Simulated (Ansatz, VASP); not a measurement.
**Two plane-wave programs on CdTe**

The input INCAR:

```
  PREC = Accurate
  ENCUT = 520
  EDIFF = 1E-7
  ISMEAR = -1
  SIGMA = 0.02
  LREAL = False
  LASPH = True
  NELM = 100
  ALGO = Normal
  ISIF = 2
  LWAVE = False
  LCHARG = False
  GGA = PE
  NBANDS = 16
```

File KPOINTS:

```
Automatic mesh
0
Gamma
  6 6 6
```

File POSCAR:

```
CdTe
1.0
    0.0000000000      3.3455542169      3.3455542169
    3.3455542169      0.0000000000      3.3455542169
    3.3455542169      3.3455542169      0.0000000000
Cd Te
1 1
Direct
    0.0000000000      0.0000000000      0.0000000000
    0.2500000000      0.2500000000      0.2500000000
```

Input for Ansatz:

```yaml
crystal:
  lattice:
    - [0.0, 3.3455542169, 3.3455542169]
    - [3.3455542169, 0.0, 3.3455542169]
    - [3.3455542169, 3.3455542169, 0.0]
  atoms:
    - { symbol: Cd, position: [0.0, 0.0, 0.0] }
    - { symbol: Te, position: [0.25, 0.25, 0.25] }
kpoints:
  mp_grid: { grid: [6, 6, 6] }
  band_path:
    path:
      - [0.0, 0.0, 0.0]
      - [-0.5, -0.5, 0.0]
      - [-0.375, -0.375, 0.25]
      - [-0.375, 0.0, 0.375]
      - [0.0, 0.0, 0.5]
      - [-0.5, -0.25, 0.25]
    npoints: 1
hamiltonian:
  xc: pbe
scf:
  occupations: { method: fermi_dirac, width: 0.02 }
  n_extra_bands: 4
output:
  forces: true
  stress: true
  eigenvalues: true
```

Change from the starting cell: hydrostatic strain +2.0%.

Alike in both runs: task single point; functional PBE; k mesh 6 × 6 × 6; occupations fermi-dirac, width 0.02 eV; no spin polarisation.

```csv
,VASP,Ansatz
version,VASP 6.6.1,Ansatz 0.2.0
potentials or method,"VASP PAW PBE potentials, release 64 (Cd, Te)","plane waves, PAW"
plane-wave cutoff (eV),520,420
valence electrons in the cell,18,36
```

```tsv
	VASP	Ansatz	Ansatz less VASP
pressure (GPa)	-1.0	-1.1	-0.09
```

VASP's potentials hold 18 valence electrons a cell and Ansatz's 36, so a difference there can come from the potentials and not from the codes.

Spin-orbit coupling is off throughout.
